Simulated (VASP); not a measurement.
Write the native input for VASP 6.6.1 that does the following.

* Task: relaxation of cell and atoms
* Functional: LDA
* Potentials or basis: VASP PAW LDA potentials, release 64 (Ca_sv, Mg)
* Cutoff: 600 eV
* k mesh: 5 × 5 × 5
* Occupations: fermi-dirac, width 0.1 eV
* Spin: no spin polarisation
* Dipole correction: no
* Further INCAR settings: ALGO = Normal; EDIFF = 1e-06; IBRION = 2; EDIFFG = -0.01; NSW = 80; ISIF = 3

The structure of Ca3Mg lies in POSCAR:

```
Ca3Mg
1.0
    5.2888130000      0.0000000000      0.0000000000
    0.0000000000      5.2888130000      0.0000000000
    0.0000000000      0.0000000000      5.2888130000
Ca Mg
3 1
Direct
    0.5000000000      0.5000000000      0.0000000000
    0.0000000000      0.5000000000      0.5000000000
    0.5000000000      0.0000000000      0.5000000000
    0.0000000000      0.0000000000      0.0000000000
```

One way to write it, as run:

INCAR

```
SYSTEM = Ca3Mg
  ALGO = Normal
  EDIFF = 1E-6
  EDIFFG = -0.01
  ENCUT = 600
  IBRION = 2
  ISIF = 3
  ISMEAR = -1
  LASPH = .TRUE.
  LCHARG = .FALSE.
  LREAL = .FALSE.
  LWAVE = .FALSE.
  NELM = 80
  NSW = 80
  PREC = Accurate
  SIGMA = 0.1
```

KPOINTS

```
k-points
0
G
  5 5 5
  0 0 0
```

Potentials or basis: VASP PAW LDA potentials, release 64 (Ca_sv, Mg).

The run is started by

```console
$ cat potpaw_LDA.64/Ca_sv/POTCAR potpaw_LDA.64/Mg/POTCAR > POTCAR
$ mpirun -np 1 vasp_std > vasp.out
```

Results of the run:

```
Relaxed volume                        : 33.02 Å³/atom
Relaxed cell                          : a = 5.093 Å, b = 5.093 Å, c = 5.093 Å, α = 90.00°, β = 90.00°, γ = 90.00°
Space group after relaxing (to 0.1 Å) : Pm-3m (No. 221)
Energy gained by relaxing             : 29.4 meV/atom
Ionic steps                           : 4
Pressure after relaxing               : 0.0 GPa
Band gap on the k mesh                : zero (bands 16 and 17 overlap by 0.42 eV)
```

Run time: 46 s on 1 thread of Intel(R) Xeon(R) 6975P-C (Granite Rapids), on a shared host, peak memory 0.23 GiB.
